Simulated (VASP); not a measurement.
Write the native input for VASP 6.6.1 that does the following.

| Item | Value |
| --- | --- |
| Task | relaxation of cell and atoms |
| Functional | LDA |
| Potentials or basis | VASP PAW LDA potentials, release 64 (Tc_pv, Sn_d) |
| Cutoff | 600 eV |
| k mesh | 6 × 6 × 6 |
| Occupations | fermi-dirac, width 0.05 eV |
| Spin | no spin polarisation |
| Dipole correction | no |
| Further INCAR settings | ALGO = Normal; EDIFF = 1e-06; IBRION = 2; EDIFFG = -0.02; NSW = 80; ISIF = 3 |

The structure of Tc3Sn lies in POSCAR:

```
Tc3Sn
1.0
    0.0000000000      3.1721940000      3.1721940000
    3.1721940000      0.0000000000      3.1721940000
    3.1721940000      3.1721940000      0.0000000000
Tc Sn
3 1
Direct
    0.2500000000      0.2500000000      0.2500000000
    0.7500000000      0.7500000000      0.7500000000
    0.5000000000      0.5000000000      0.5000000000
    0.0000000000      0.0000000000      0.0000000000
```

The input as run:

INCAR

```
  PREC = Accurate
  ENCUT = 600
  EDIFF = 1E-6
  ISMEAR = -1
  SIGMA = 0.05
  LREAL = False
  LASPH = True
  NELM = 80
  ALGO = Normal
  ISIF = 3
  LWAVE = False
  LCHARG = False
  GGA = CA
  IBRION = 2
  NSW = 80
  EDIFFG = -0.02
```

KPOINTS

```
regular mesh
0
Gamma
  6 6 6
```

Potentials or basis: VASP PAW LDA potentials, release 64 (Tc_pv, Sn_d).

Launch:

```bash
$ cat potpaw_LDA.64/Tc_pv/POTCAR potpaw_LDA.64/Sn_d/POTCAR > POTCAR
$ mpirun -np 1 vasp_std > vasp.out
```

It gave:

| Quantity | Value |
| --- | --- |
| Relaxed volume | 15.08 Å³/atom |
| Relaxed cell | a = 4.402 Å, b = 4.402 Å, c = 4.402 Å, α = 60.00°, β = 60.00°, γ = 60.00° |
| Space group after relaxing (to 0.1 Å) | Fm-3m (No. 225) |
| Energy gained by relaxing | 39.8 meV/atom |
| Ionic steps | 4 |
| Pressure after relaxing | -0.2 GPa |
| Band gap on the k mesh | zero (an odd number of electrons rules out a gap without spin polarisation) |

Caveat: spin-orbit coupling is left out, which moves the levels of the heavy elements.

Run time: 110 s on 1 thread of Intel(R) Xeon(R) Platinum 8488C (Sapphire Rapids), on a shared host, peak memory 0.2 GiB.
